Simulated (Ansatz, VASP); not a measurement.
# Two plane-wave programs on KI

```
K I
1.0
     5.69770    0.00000    0.00000
    -2.84885    4.93435    0.00000
     0.00000    0.00000    9.02478
K I
2 2
Direct
  0.33333 0.66667 0.99451
  0.66667 0.33333 0.49451
  0.33333 0.66667 0.37863
  0.66667 0.33333 0.87863
```

Alike in both runs: functional PBE; k mesh 6 × 6 × 2; occupations gaussian, width 0.1 eV; no spin polarisation.

Ansatz relaxed the structure, and its values are those at the end. VASP's run is a single point on that final structure, the one shown.

|  | VASP | Ansatz |
| --- | --- | --- |
| version | VASP 6.6.1 | Ansatz 0.2.0 |
| potentials or method | VASP PAW PBE potentials, release 64 (K_sv, I), cutoff 520 eV | scalar-relativistic, plane waves, PAW |
| valence electrons in the cell | 32 | 52 |

|  | VASP | Ansatz | Ansatz less VASP |
| --- | --- | --- | --- |
| gap on the k mesh at the Fermi level (eV) | 3.89 | 3.89 | +0.003 |
| least direct gap on the mesh (eV) | 3.89 | 3.89 | +0.003 |
| pressure (GPa) | 0.0 | 0.0 | -0.01 |

VASP's potentials hold 32 valence electrons a cell and Ansatz's 52, so a difference there can come from the potentials and not from the codes.

Neither program's run includes spin-orbit coupling.
